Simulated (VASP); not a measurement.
# GaN in VASP: single point with PBE

Aim: the single point of GaN with PBE.

Program: VASP 6.6.1. These are calculated values, not measurements. Logs are shortened: lines on timing, memory, paths and dates and some standing lists are left out, and cuts for length are marked.

### 1 The cell of the first run

The cell holds a disordered packing, 12 atoms: a = 5.384 Å, b = 5.693 Å, c = 5.704 Å, α = 90.42°, β = 90.72°, γ = 61.91°.

### 2 Single point, PBE

Contents of INCAR:

```
SYSTEM = GaN
ALGO     = Normal         ! electronic algorithm
EDIFF    = 1E-6           ! SCF threshold, eV
ENCUT    = 520            ! plane-wave cutoff, eV
GGA      = PE             ! functional
ISIF     = 2              ! what is computed and relaxed
ISMEAR   = 0              ! smearing method
LASPH    = .True.         ! aspherical terms in the spheres
LCHARG   = .True.         ! write CHGCAR
LELF     = .True.         ! ELF
LREAL    = .False.        ! projectors in reciprocal space
LVHAR    = .True.       
LWAVE    = .False.        ! write WAVECAR
NBANDS   = 66             ! bands
NELM     = 100            ! most SCF steps
PREC     = Accurate       ! precision mode
SIGMA    = 0.02           ! smearing width, eV
```

Contents of KPOINTS:

```
k-points
0
Gamma
  5 5 4
  0 0 0
```

Contents of POSCAR:

```
GaN
1.0
    5.2160530000      1.3338380000     -0.0400830000
    1.3531420000      5.5302830000      0.0017890000
   -0.0196490000     -0.0397890000      5.7040960000
Ga N
6 6
Direct
    0.6722248654      0.0792664884      0.3012716776
    0.5143428783      0.3670910402      0.8132940696
    0.0103795686      0.3955670498      0.1296452739
    0.1544664607      0.0890846410      0.6199052441
    0.6886539528      0.7115186772      0.6375692548
    0.3458173632      0.7544963695      0.1402168269
    0.3232647575      0.7563574744      0.7872663691
    0.5284354612      0.0993942957      0.6150049991
    0.7071369989      0.7094574102      0.2801930527
    0.3817865467      0.3822782854      0.1327564192
    0.8897288989      0.3785010625      0.8033822079
    0.0423702877      0.0702779627      0.2913115972
```

Potentials or basis: VASP PAW PBE potentials, release 64 (Ga_d, N).

The run is started by

```bash
$ cat potpaw_PBE.64/Ga_d/POTCAR potpaw_PBE.64/N/POTCAR > POTCAR
$ mpirun -np 1 vasp_std > vasp.out
```

OUTCAR:

```text
SYSTEM = GaN
   EDIFF = 1E-6
   ENCUT = 520
   GGA = PE
   ISIF = 2
   ISMEAR = 0
   LASPH = .True.
   LREAL = .False.
   NELM = 100
   PREC = Accurate

 ion  position               nearest neighbor table
   1  0.672  0.079  0.301-   8 1.94  10 1.95  12 1.97   9 2.03   5 2.82
   2  0.514  0.367  0.813-   8 1.86  10 1.95   7 1.96  11 2.05   6 2.70   5 2.74
   3  0.010  0.396  0.130-  10 1.97   9 1.97  11 1.98  12 2.01
   4  0.154  0.089  0.620-  11 1.91   7 1.93  12 1.98   8 2.04   5 2.66
   5  0.689  0.712  0.638-  11 1.93   8 1.96   9 2.04   7 2.06   4 2.66   2 2.74   1 2.82
   6  0.346  0.754  0.140-  12 1.97   9 2.00   7 2.02  10 2.04   2 2.70
   7  0.323  0.756  0.787-   4 1.93   2 1.96   6 2.02   5 2.06
   8  0.528  0.099  0.615-   2 1.86   1 1.94   5 1.96   4 2.04
   9  0.707  0.709  0.280-   3 1.97   6 2.00   1 2.03   5 2.04
  10  0.382  0.382  0.133-   1 1.95   2 1.95   3 1.97   6 2.04
  11  0.890  0.379  0.803-   4 1.91   5 1.93   3 1.98   2 2.05
  12  0.042  0.070  0.291-   1 1.97   6 1.97   4 1.98   3 2.01

  LATTYP: Found a triclinic cell.
 ALAT       =     5.3840448880
 B/A-ratio  =     1.0593999814
 C/A-ratio  =     1.0594764221
 COS(alpha) =     0.0045417502
 COS(beta)  =     0.0125097391
 COS(gamma) =     0.4739020911

  Lattice vectors:

 A1 = (   5.2160530000,   1.3338380000,  -0.0400830000)
 A2 = (   3.8629110000,  -4.1964450000,  -0.0418720000)
 A3 = (   0.0196490000,   0.0397890000,  -5.7040960000)

Analysis of symmetry for initial positions (statically):
=====================================================================
 Subroutine PRICEL returns:
 Original cell was already a primitive cell.

 Routine SETGRP: Setting up the symmetry group for a
 triclinic supercell.

 Subroutine GETGRP returns: Found  1 space group operations
 (whereof  1 operations were pure point group operations)
 out of a pool of  2 trial point group operations.

The static configuration has the point symmetry C_1 .

Analysis of symmetry for dynamics (positions and initial velocities):
=====================================================================
 Subroutine PRICEL returns:
 Original cell was already a primitive cell.

 Routine SETGRP: Setting up the symmetry group for a
 triclinic supercell.

 Subroutine GETGRP returns: Found  1 space group operations
 (whereof  1 operations were pure point group operations)
 out of a pool of  2 trial point group operations.

The dynamic configuration has the point symmetry C_1 .

 Subroutine INISYM returns: Found  1 space group operations
 (whereof  1 operations are pure point group operations),
 and found     1 'primitive' translations

----------------------------------------------------------------------------------------

                                     Primitive cell

  volume of cell :     154.2447

  direct lattice vectors                    reciprocal lattice vectors
     5.216053000  1.333838000 -0.040083000     0.204514831 -0.050040521  0.000355437
     1.353142000  5.530283000  0.001789000    -0.049316076  0.192888782  0.001175618
    -0.019649000 -0.039789000  5.704096000     0.001452604 -0.000412134  0.175314746

  length of vectors
     5.384044888  5.693419582  5.704268614     0.210548085  0.199096809  0.175321249

  position of ions in fractional coordinates (direct lattice)
     0.672224865  0.079266488  0.301271678
     0.514342878  0.367091040  0.813294070
     0.010379569  0.395567050  0.129645274
     0.154466461  0.089084641  0.619905244
     0.688653953  0.711518677  0.637569255
     0.345817363  0.754496370  0.140216827
     0.323264757  0.756357474  0.787266369
     0.528435461  0.099394296  0.615004999
     0.707136999  0.709457410  0.280193053
     0.381786547  0.382278285  0.132756419
     0.889728899  0.378501062  0.803382208
     0.042370288  0.070277963  0.291311597

  ion indices of the primitive-cell ions
   primitive index   ion index
                 1           1
                 2           2
                 3           3
                 4           4
                 5           5
                 6           6
                 7           7
                 8           8
                 9           9
                10          10
                11          11
                12          12

----------------------------------------------------------------------------------------

 KPOINTS: k-points

Automatic generation of k-mesh.
 Grid dimensions read from file:
 generate k-points for:    5    5    4

 Generating k-lattice:

  Cartesian coordinates                     Fractional coordinates (reciprocal lattice)
     0.040902966 -0.010008104  0.000071087     0.200000000 -0.000000000  0.000000000
    -0.009863215  0.038577756  0.000235124     0.000000000  0.200000000  0.000000000
     0.000363151 -0.000103034  0.043828687     0.000000000  0.000000000  0.250000000

  Length of vectors
     0.042109617  0.039819362  0.043830312

  Shift w.r.t. Gamma in fractional coordinates (k-lattice)
     0.000000000  0.000000000  0.000000000

 Subroutine IBZKPT returns following result:
 ===========================================

 Found     51 irreducible k-points:

 Following reciprocal coordinates:
            Coordinates               Weight
  0.000000  0.000000  0.000000      1.000000
  0.200000  0.000000  0.000000      2.000000
  0.400000 -0.000000  0.000000      2.000000
  0.000000  0.200000 -0.000000      2.000000
  0.200000  0.200000  0.000000      2.000000
  0.400000  0.200000  0.000000      2.000000
[... 16 lines left out ...]
 -0.200000  0.200000  0.250000      2.000000
 -0.000000  0.400000  0.250000      2.000000
 [... further k-points ...]
   k-points           NKPTS =     51   k-points in BZ     NKDIM =     51   number of bands    NBANDS=     66
   number of dos      NEDOS =    301   number of ions     NIONS =     12
   total plane-waves  NPLWV =  70560
   dimension x,y,z NGX =    40 NGY =   42 NGZ =   42
   dimension x,y,z NGXF=    80 NGYF=   84 NGZF=   84
   ions per type =               6   6
   NGX,Y,Z   is equivalent  to a cutoff of  12.35, 12.26, 12.24 a.u.
   NGXF,Y,Z  is equivalent  to a cutoff of  24.70, 24.53, 24.48 a.u.
 SYSTEM =  GaN
   PREC   = accura    normal or accurate (medium, high low for compatibility)
   ISTART =      0    job   : 0-new  1-cont  2-samecut
   ICHARG =      2    charge: 1-file 2-atom 10-const
   ISPIN  =      1    spin polarized calculation?
   LNONCOLLINEAR =      F non collinear calculations
   LSORBIT =      F    spin-orbit coupling
   LASPH  =      T    aspherical Exc in radial PAW
   ENCUT  =  520.0 eV  38.22 Ry    6.18 a.u.  10.01 10.59 10.61*2*pi/ulx,y,z
   NELM   =    100;   NELMIN=  2; NELMDL= -5     # of ELM steps
   EDIFF  = 0.1E-05   stopping-criterion for ELM
   LREAL  =      F    real-space projection
   EDIFFG = 0.1E-04   stopping-criterion for IOM
   NSW    =      0    number of steps for IOM
   IBRION =     -1    ionic relax: 0-MD 1-quasi-New 2-CG
   NFREE  =      0    steps in history (QN), initial steepest desc. (CG)
   ISIF   =      2    stress and relaxation
   ISYM   =      2    0-nonsym 1-usesym 2-fastsym
   POTIM  = 0.5000    time-step for ionic-motion
   TEBEG  =    0.0;   TEEND  =   0.0 temperature during run
   PSTRESS=    0.0 pullay stress
   NELECT =     108.0000    total number of electrons
   NUPDOWN=      -1.0000    fix difference up-down
   EMIN   =  10.00;   EMAX   =-10.00  energy-range for DOS
   EFERMI =   0.00;   METHOD = LEGACY
   ISMEAR =     0;   SIGMA  =   0.02  broadening in eV -4-tet -1-fermi 0-gaus
   EFERMI_NEDOS =   21; number of points for ismear=-14 and -15
   IALGO  =     38    algorithm
   IMIX   =      4    mixing-type and parameters
     AMIX     =   0.40;   BMIX     =  1.00
     AMIX_MAG =   1.60;   BMIX_MAG =  1.00
  volume/ion in A,a.u.               =      12.85        86.74
  Fermi-wavevector in a.u.,A,eV,Ry     =   1.453715  2.747123 28.753023  2.113288
  Thomas-Fermi vector in A             =   2.570949
   LORBIT       =      0    0 simple, 1 ext, 2 COOP (PROOUT), +10 PAW based schemes
   GGA     = PE    functional components
   LHFCALC =     F    Hartree Fock is set to
   AEXX    =    0.0000 exact exchange contribution
   IVDW    =     0    specifies the selected vdW correction
   LEPSILON=     F    determine dielectric tensor
   LRPA    =     F    only Hartree local field effects (RPA)
 non-spin polarized calculation
 Gauss-broadening in eV      SIGMA  =   0.02
  energy-cutoff  :      520.00
  volume of cell :      154.24
 maximum number of plane-waves:      4169
   NGX = 21   NGY = 21   NGZ = 21

 number of electron     107.9999984 magnetization

 Free energy of the ion-electron system (eV)
  ---------------------------------------------------
  ext. energy  EPLUGINS =         0.00000000
  ---------------------------------------------------
  free energy    TOTEN  =       -70.52457036 eV

  energy without entropy =      -70.52457036  energy(sigma->0) =      -70.52457036

 E-fermi :   4.4145     XC(G=0): -10.8900

 val. band max:        4.2686843003   @ k =   0.0000   0.0000   0.0000
 cond. band min:       5.5112216845   @ k =   0.0000   0.0000   0.0000
 fundamental gap:      1.2425373841
 Fermi energy:         4.4144700563

 k-point     1 :       0.0000    0.0000    0.0000
  band No.  band energies     occupation
      1     -11.6694      2.00000
      2     -10.8848      2.00000
      3     -10.6777      2.00000
      4     -10.6364      2.00000
      5     -10.5562      2.00000
      6     -10.5519      2.00000
[... 58 lines left out ...]
     65      12.3554      0.00000
     66      12.7695      0.00000

 k-point     2 :       0.2000    0.0000    0.0000
  band No.  band energies     occupation
      1     -11.5662      2.00000
      2     -10.8724      2.00000
      3     -10.6991      2.00000
      4     -10.6423      2.00000
      5     -10.5629      2.00000
      6     -10.5427      2.00000
[... 1507 lines left out ...]
     65      11.8434      0.00000
     66      12.2265      0.00000

 k-point    24 :      -0.0000    0.4000    0.2500
  band No.  band energies     occupation
      1     -11.2077      2.00000
      2     -10.9222      2.00000
      3     -10.8644      2.00000
      4     -10.6806      2.00000
      5     -10.5894      2.00000
      6     -10.5329      2.00000
[... 58 lines left out ...]
     65      11.8010      0.00000
     66      12.3405      0.00000

 [... further k-points ...]
[... 5 lines left out ...]
  --------------------------------------------------------------------------------------
  -------------------------------------------------------------------------------------
  Total        0.2270552      0.1900930      0.2102811      0.0586827     -0.0261293     -0.0102546
  in kB        2.3584775      1.9745423      2.1842404      0.6095510     -0.2714115     -0.1065172
  external PRESSURE =       2.1724200 kB  Pullay stress =       0.0000000 kB

 VOLUME and BASIS-vectors are now :
 -----------------------------------------------------------------------------
  energy-cutoff  :      520.00
  volume of cell :      154.24
      direct lattice vectors                 reciprocal lattice vectors
     5.216053000  1.333838000 -0.040083000     0.204514831 -0.050040521  0.000355437
     1.353142000  5.530283000  0.001789000    -0.049316076  0.192888782  0.001175618
    -0.019649000 -0.039789000  5.704096000     0.001452604 -0.000412134  0.175314746

 POSITION                                       TOTAL-FORCE (eV/Angst)
 -----------------------------------------------------------------------------------
      3.60770      1.32302      1.69168        -0.003713      0.013601     -0.002134
      3.16359      2.68381      4.61915        -0.015383     -0.027608     -0.021018
      0.58685      2.19628      0.73980         0.004814      0.008786     -0.001663
      0.91407      0.67403      3.52997        -0.013179     -0.005378      0.011805
      4.54231      4.82808      3.61043         0.021638     -0.000153      0.007469
      2.82199      4.62826      0.78730        -0.002886      0.004363      0.008312
      2.69416      4.58273      4.47904        -0.023730      0.010044     -0.007450
      2.87876      1.23006      3.48704         0.012156      0.035518      0.015313
      4.64296      4.85556      1.57117         0.008333     -0.011448     -0.014863
      2.50609      2.61807      0.74264         0.001575     -0.015590      0.009459
      5.13725      3.24801      4.54758         0.014479     -0.009402     -0.002516
      0.31038      0.43358      1.66010        -0.004105     -0.002731     -0.002713
 -----------------------------------------------------------------------------------
    total drift:                               -0.000026      0.000152     -0.000217

  FREE ENERGIE OF THE ION-ELECTRON SYSTEM (eV)
  ---------------------------------------------------
  free  energy   TOTEN  =       -70.5245703650 eV

  energy  without entropy=      -70.5245703650  energy(sigma->0) =      -70.52457036
```

It took 5.7 min on 1 thread of AMD EPYC 9R45 (Zen 5), shared host; peak memory 0.45 GiB.

What came out:

- Free energy: -70.5246 eV
- Pressure: 0.2 GPa
- Largest force: 0.041 eV/Å
- Band gap on the k mesh: 1.24 eV

Forces on the atoms (eV/Å):
```
Ga  -0.004  0.014 -0.002
Ga  -0.015 -0.028 -0.021
Ga   0.005  0.009 -0.002
Ga  -0.013 -0.005  0.012
Ga   0.022  0.000  0.007
Ga  -0.003  0.004  0.008
N   -0.024  0.010 -0.007
N    0.012  0.036  0.015
N    0.008 -0.011 -0.015
N    0.002 -0.016  0.009
N    0.014 -0.009 -0.003
N   -0.004 -0.003 -0.003
```
